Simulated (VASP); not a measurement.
# TiO2 (I4_1/amd) in VASP: single point with LDA+U

Aim: the single point of TiO2 with LDA+U.

Everything below comes from runs of VASP 6.6.1. Logs are shortened: lines on timing, memory, paths and dates and some standing lists are left out, and cuts for length are marked.

### 1 The cell of the first run

The structure is tetragonal, space group I4_1/amd (No. 141). Conventional cell: a = 3.804 Å, b = 3.804 Å, c = 9.614 Å, α = 90.00°, β = 90.00°, γ = 90.00°. Within 2.6 Å of Ti (site symmetry -4m2) lie 6 O at 1.95 to 2.00 Å. O (site symmetry 2mm) has 3 Ti at 1.95 to 2.00 Å and 2 O at 2.48 Å within 2.6 Å.

### 2 Single point, LDA+U, collinear spin, ferromagnetic start

INCAR reads:

```
SYSTEM = TiO2
PREC = Accurate
ENCUT = 520
EDIFF = 1E-7
ISMEAR = -1
SIGMA = 0.05
LREAL = .FALSE.
LASPH = .TRUE.
NELM = 150
ALGO = Normal
ISIF = 2
LWAVE = .FALSE.
LCHARG = .TRUE.
ISPIN = 2
MAGMOM = 1 1 0 0 0 0
LORBIT = 11
LMAXMIX = 4
LDAU = .TRUE.
LDAUTYPE = 2
LDAUL = 2 -1
LDAUU = 3 0
LDAUJ = 0 0
LDAUPRINT = 1
GGA = CA
LELF = .TRUE.
LVHAR = .TRUE.
NBANDS = 37
ISYM = 0
```

KPOINTS reads:

```
regular mesh
0
G
  5 5 7
  0 0 0
```

POSCAR reads:

```
TiO2
1.0
   -1.9020000000      1.9020000000      4.8070000000
    1.9020000000     -1.9020000000      4.8070000000
    1.9020000000      1.9020000000     -4.8070000000
Ti O
2 4
Direct
    0.0000000000      0.0000000000      0.0000000000
    0.7500000000      0.2500000000      0.5000000000
    0.2076000000      0.2076000000      0.0000000000
    0.9576000000      0.4576000000      0.5000000000
    0.5424000000      0.0424000000      0.5000000000
    0.7924000000      0.7924000000      0.0000000000
```

Potentials or basis: VASP PAW LDA potentials, release 64 (Ti_sv, O).

Run with:

```
$ cat potpaw_LDA.64/Ti_sv/POTCAR potpaw_LDA.64/O/POTCAR > POTCAR
$ mpirun -np 1 vasp_std > vasp.out
```

OUTCAR:

```text
SYSTEM = TiO2
   PREC = Accurate
   ENCUT = 520
   EDIFF = 1E-7
   ISMEAR = -1
   LREAL = .FALSE.
   LASPH = .TRUE.
   NELM = 150
   ISIF = 2
   ISPIN = 2
   LORBIT = 11
   GGA = CA
   ISYM = 0

 ion  position               nearest neighbor table
   1  0.000  0.000  0.000-   5 1.95   4 1.95   5 1.95   4 1.95   3 2.00   6 2.00
   2  0.750  0.250  0.500-   6 1.95   3 1.95   6 1.95   3 1.95   4 2.00   5 2.00
   3  0.208  0.208  0.000-   2 1.95   2 1.95   1 2.00
   4  0.958  0.458  0.500-   1 1.95   1 1.95   2 2.00
   5  0.542  0.042  0.500-   1 1.95   1 1.95   2 2.00
   6  0.792  0.792  0.000-   2 1.95   2 1.95   1 2.00

IMPORTANT INFORMATION: All symmetrisations will be switched off!
NOSYMM: (Re-)initialisation of all symmetry stuff for point group C_1.

----------------------------------------------------------------------------------------

                                     Primitive cell

  volume of cell :      69.5593

  direct lattice vectors                    reciprocal lattice vectors
    -1.902000000  1.902000000  4.807000000     0.000000000  0.262881178  0.104014978
     1.902000000 -1.902000000  4.807000000     0.262881178  0.000000000  0.104014978
     1.902000000  1.902000000 -4.807000000     0.262881178  0.262881178  0.000000000

  length of vectors
     5.508398769  5.508398769  5.508398769     0.282711212  0.282711212  0.371770127

  position of ions in fractional coordinates (direct lattice)
     0.000000000  0.000000000  0.000000000
     0.750000000  0.250000000  0.500000000
     0.207600000  0.207600000  0.000000000
     0.957600000  0.457600000  0.500000000
     0.542400000  0.042400000  0.500000000
     0.792400000  0.792400000  0.000000000

  ion indices of the primitive-cell ions
   primitive index   ion index
                 1           1
                 2           2
                 3           3
                 4           4
                 5           5
                 6           6

----------------------------------------------------------------------------------------

 KPOINTS: regular mesh

Automatic generation of k-mesh.
 Grid dimensions read from file:
 generate k-points for:    5    5    7

 Generating k-lattice:

  Cartesian coordinates                     Fractional coordinates (reciprocal lattice)
     0.000000000  0.052576236  0.020802996     0.200000000  0.000000000  0.000000000
     0.052576236  0.000000000  0.020802996     0.000000000  0.200000000  0.000000000
     0.037554454  0.037554454  0.000000000     0.000000000  0.000000000  0.142857143

  Length of vectors
     0.056542242  0.056542242  0.053110018

  Shift w.r.t. Gamma in fractional coordinates (k-lattice)
     0.000000000  0.000000000  0.000000000

 -----------------------------------------------------------------------------
|                                                                             |
|           W    W    AA    RRRRR   N    N  II  N    N   GGGG   !!!           |
|           W    W   A  A   R    R  NN   N  II  NN   N  G    G  !!!           |
|           W    W  A    A  R    R  N N  N  II  N N  N  G       !!!           |
|           W WW W  AAAAAA  RRRRR   N  N N  II  N  N N  G  GGG   !            |
|           WW  WW  A    A  R   R   N   NN  II  N   NN  G    G                |
|           W    W  A    A  R    R  N    N  II  N    N   GGGG   !!!           |
[... 132 lines left out ...]
  o =  0.1089  v =  0.0000  0.0000  0.0000  0.0000  0.0000 -0.0000  0.7073  0.0000 -0.7070  0.0000      0.0000  0.0000  0.0000  0.0000  0.0000  0.0000  0.0000  0.0000  0.0000  0.0000
  o =  0.1089  v =  0.0000 -0.7112  0.0000  0.7030 -0.0000  0.0000  0.0000  0.0000  0.0000  0.0000      0.0000  0.0000  0.0000  0.0000  0.0000  0.0000  0.0000  0.0000  0.0000  0.0000
  o =  0.1139  v =  0.0000  0.0000  0.0000  0.0000  0.0000 -1.0000 -0.0000  0.0000 -0.0000 -0.0000      0.0000  0.0000  0.0000  0.0000  0.0000  0.0000  0.0000  0.0000  0.0000  0.0000
  o =  0.1139  v = -1.0000 -0.0000  0.0000 -0.0000  0.0000  0.0000  0.0000  0.0000  0.0000  0.0000      0.0000  0.0000  0.0000  0.0000  0.0000  0.0000  0.0000  0.0000  0.0000  0.0000
  o =  0.2520  v =  0.0000  0.0000  0.0000  0.0000  0.0000 -0.0000 -0.0000 -1.0000 -0.0000 -0.0000      0.0000  0.0000  0.0000  0.0000  0.0000  0.0000  0.0000  0.0000  0.0000  0.0000
  o =  0.2520  v = -0.0000 -0.0000 -1.0000 -0.0000  0.0000  0.0000  0.0000  0.0000  0.0000  0.0000      0.0000  0.0000  0.0000  0.0000  0.0000  0.0000  0.0000  0.0000  0.0000  0.0000
  o =  0.2535  v =  0.0000  0.0000  0.0000  0.0000  0.0000 -0.0000 -0.0000 -0.0000  0.0000  1.0000      0.0000  0.0000  0.0000  0.0000  0.0000  0.0000  0.0000  0.0000  0.0000  0.0000
  o =  0.2535  v = -0.0000  0.0000 -0.0000 -0.0000 -1.0000  0.0000  0.0000  0.0000  0.0000  0.0000      0.0000  0.0000  0.0000  0.0000  0.0000  0.0000  0.0000  0.0000  0.0000  0.0000

atom =   2  type =  1  l = 2

 onsite density matrix

spin component  1

  0.1139  0.0000  0.0000  0.0000  0.0000
  0.0000  0.1089  0.0000 -0.0000 -0.0000
  0.0000  0.0000  0.2520  0.0000 -0.0000
  0.0000 -0.0000  0.0000  0.1089  0.0000
  0.0000 -0.0000 -0.0000  0.0000  0.2535

spin component  2

  0.1139  0.0000  0.0000  0.0000  0.0000
  0.0000  0.1089  0.0000 -0.0000 -0.0000
  0.0000  0.0000  0.2520  0.0000 -0.0000
  0.0000 -0.0000  0.0000  0.1089  0.0000
  0.0000 -0.0000 -0.0000  0.0000  0.2535

 occupancies and eigenvectors

  o =  0.1089  v =  0.0000  0.0000  0.0000  0.0000  0.0000 -0.0001  0.7094 -0.0000  0.7048  0.0000      0.0000  0.0000  0.0000  0.0000  0.0000  0.0000  0.0000  0.0000  0.0000  0.0000
  o =  0.1089  v =  0.0001 -0.7077  0.0000 -0.7065 -0.0000  0.0000  0.0000  0.0000  0.0000  0.0000      0.0000  0.0000  0.0000  0.0000  0.0000  0.0000  0.0000  0.0000  0.0000  0.0000
  o =  0.1089  v =  0.0000  0.0000  0.0000  0.0000  0.0000  0.0000 -0.7048 -0.0000  0.7094 -0.0000      0.0000  0.0000  0.0000  0.0000  0.0000  0.0000  0.0000  0.0000  0.0000  0.0000
  o =  0.1089  v = -0.0000  0.7065  0.0000 -0.7077  0.0000  0.0000  0.0000  0.0000  0.0000  0.0000      0.0000  0.0000  0.0000  0.0000  0.0000  0.0000  0.0000  0.0000  0.0000  0.0000
  o =  0.1139  v =  0.0000  0.0000  0.0000  0.0000  0.0000 -1.0000 -0.0000  0.0000 -0.0000  0.0000      0.0000  0.0000  0.0000  0.0000  0.0000  0.0000  0.0000  0.0000  0.0000  0.0000
  o =  0.1139  v = -1.0000 -0.0000  0.0000 -0.0000  0.0000  0.0000  0.0000  0.0000  0.0000  0.0000      0.0000  0.0000  0.0000  0.0000  0.0000  0.0000  0.0000  0.0000  0.0000  0.0000
  o =  0.2520  v =  0.0000  0.0000  0.0000  0.0000  0.0000 -0.0000 -0.0000 -1.0000 -0.0000 -0.0000      0.0000  0.0000  0.0000  0.0000  0.0000  0.0000  0.0000  0.0000  0.0000  0.0000
  o =  0.2520  v = -0.0000 -0.0000 -1.0000 -0.0000 -0.0000  0.0000  0.0000  0.0000  0.0000  0.0000      0.0000  0.0000  0.0000  0.0000  0.0000  0.0000  0.0000  0.0000  0.0000  0.0000
  o =  0.2535  v =  0.0000  0.0000  0.0000  0.0000  0.0000 -0.0000  0.0000  0.0000 -0.0000 -1.0000      0.0000  0.0000  0.0000  0.0000  0.0000  0.0000  0.0000  0.0000  0.0000  0.0000
  o =  0.2535  v = -0.0000  0.0000  0.0000 -0.0000 -1.0000  0.0000  0.0000  0.0000  0.0000  0.0000      0.0000  0.0000  0.0000  0.0000  0.0000  0.0000  0.0000  0.0000  0.0000  0.0000

 number of electron      47.9999994 magnetization      -0.0000000

 Free energy of the ion-electron system (eV)
  ---------------------------------------------------
  ext. energy  EPLUGINS =         0.00000000
  ---------------------------------------------------
  free energy    TOTEN  =       -54.59171062 eV

  energy without entropy =      -54.59171062  energy(sigma->0) =      -54.59171062

 E-fermi :   4.2405     XC(G=0): -11.2463

 val. band max:        3.0958188085   @ k =   0.0000   0.0000   0.4286
 cond. band min:       5.4580421874   @ k =   0.0000   0.0000   0.0000
 fundamental gap:      2.3622233789
 Fermi energy:         4.2404942559

 spin component 1

 k-point     1 :       0.0000    0.0000    0.0000
  band No.  band energies     occupation
      1     -53.3909      1.00000
      2     -53.3346      1.00000
      3     -30.1992      1.00000
      4     -29.9734      1.00000
      5     -29.9734      1.00000
      6     -29.9075      1.00000
[... 1865 lines left out ...]
     35      13.3653      0.00000
     36      14.0137      0.00000

 [... further k-points ...]

 [bands above 36 left out]

------------------------ aborting loop because EDIFF is reached ----------------------------------------

  FORCE on cell =-STRESS in cart. coord.  units (eV):
  Direction    XX          YY          ZZ          XY          YZ          ZX
  --------------------------------------------------------------------------------------
  -------------------------------------------------------------------------------------
  Total       -1.6980955     -1.6980977     -2.1774072     -0.0000992     -0.0001880     -0.0001881
  in kB      -39.1126786    -39.1127288    -50.1527911     -0.0022856     -0.0043292     -0.0043332
  external PRESSURE =     -42.7927328 kB  Pullay stress =       0.0000000 kB

 VOLUME and BASIS-vectors are now :
 -----------------------------------------------------------------------------
  energy-cutoff  :      520.00
  volume of cell :       69.56
      direct lattice vectors                 reciprocal lattice vectors
    -1.902000000  1.902000000  4.807000000     0.000000000  0.262881178  0.104014978
     1.902000000 -1.902000000  4.807000000     0.262881178  0.000000000  0.104014978
     1.902000000  1.902000000 -4.807000000     0.262881178  0.262881178  0.000000000

 POSITION                                       TOTAL-FORCE (eV/Angst)
 -----------------------------------------------------------------------------------
      0.00000      0.00000      0.00000         0.000018     -0.000019      0.000000
      0.00000      1.90200      2.40350        -0.000020      0.000019      0.000000
      0.00000      0.00000      1.99587         0.000010     -0.000005     -0.122229
      0.00000      1.90200      4.39937        -0.000004      0.000009     -0.122224
      0.00000      1.90200      0.40763        -0.000009      0.000005      0.122225
      0.00000      0.00000      7.61813         0.000005     -0.000009      0.122227
 -----------------------------------------------------------------------------------
    total drift:                                0.000000     -0.000001      0.000000

  FREE ENERGIE OF THE ION-ELECTRON SYSTEM (eV)
  ---------------------------------------------------
  free  energy   TOTEN  =       -54.5917106166 eV

  energy  without entropy=      -54.5917106166  energy(sigma->0) =      -54.59171062

 total charge

# of ion       s       p       d       tot
------------------------------------------
    1        2.232   6.308   1.645  10.185
    2        2.232   6.308   1.645  10.185
    3        1.558   3.493   0.000   5.051
    4        1.558   3.493   0.000   5.051
    5        1.558   3.493   0.000   5.051
    6        1.558   3.493   0.000   5.051
--------------------------------------------------
tot         10.696  26.589   3.291  40.576

 magnetization (x)

# of ion       s       p       d       tot
------------------------------------------
    1        0.000  -0.000  -0.000  -0.000
    2        0.000  -0.000  -0.000  -0.000
    3        0.000   0.000   0.000   0.000
    4        0.000   0.000   0.000   0.000
    5        0.000   0.000   0.000   0.000
    6        0.000   0.000   0.000   0.000
--------------------------------------------------
tot          0.000   0.000  -0.000   0.000
```

Run time: 11 min. Hardware: 1 thread of Intel Xeon Platinum 8488C (Sapphire Rapids), shared host; peak memory 0.43 GiB.

Results:

- Free energy: -54.5917 eV
- Pressure: -4.3 GPa
- Largest force: 0.122 eV/Å
- Band gap on the k mesh: 2.36 eV, indirect (least direct gap 2.83 eV)
- Net moment: 0.00 μB per cell
- Valence electrons inside the program's atomic spheres: Ti 10.19; O 5.05

Forces in eV/Å, atoms in the order of the input:
```
Ti   0.000  0.000  0.000
Ti   0.000  0.000  0.000
O    0.000  0.000 -0.122
O    0.000  0.000 -0.122
O    0.000  0.000  0.122
O    0.000  0.000  0.122
```

Levels at points of the mesh, in eV from the valence-band top:
Spin up:
| k point | band 22 | band 23 | band 24 | band 25 | band 26 | band 27 |
| --- | --- | --- | --- | --- | --- | --- |
| (0.00, 0.00, 0.00) | -0.80 | -0.47 | -0.47 | 2.36 | 3.12 | 4.14 |
Spin down:
| k point | band 21 | band 22 | band 23 | band 24 | band 25 | band 26 | band 27 | band 28 |
| --- | --- | --- | --- | --- | --- | --- | --- | --- |
| (0.00, 0.00, 0.00) | -0.80 | -0.80 | -0.47 | -0.47 | 2.36 | 3.12 | 4.14 | 4.14 |

Eigenvalues of the final occupation matrices:
```
    site  spin  trace               eigenvalues
site 1 d     1   0.84  0.11 0.11 0.11 0.25 0.25
site 1 d     2   0.84  0.11 0.11 0.11 0.25 0.25
site 2 d     1   0.84  0.11 0.11 0.11 0.25 0.25
site 2 d     2   0.84  0.11 0.11 0.11 0.25 0.25
```

A k mesh can miss the band edges. The state reached can hang on the start; a lower one may exist.
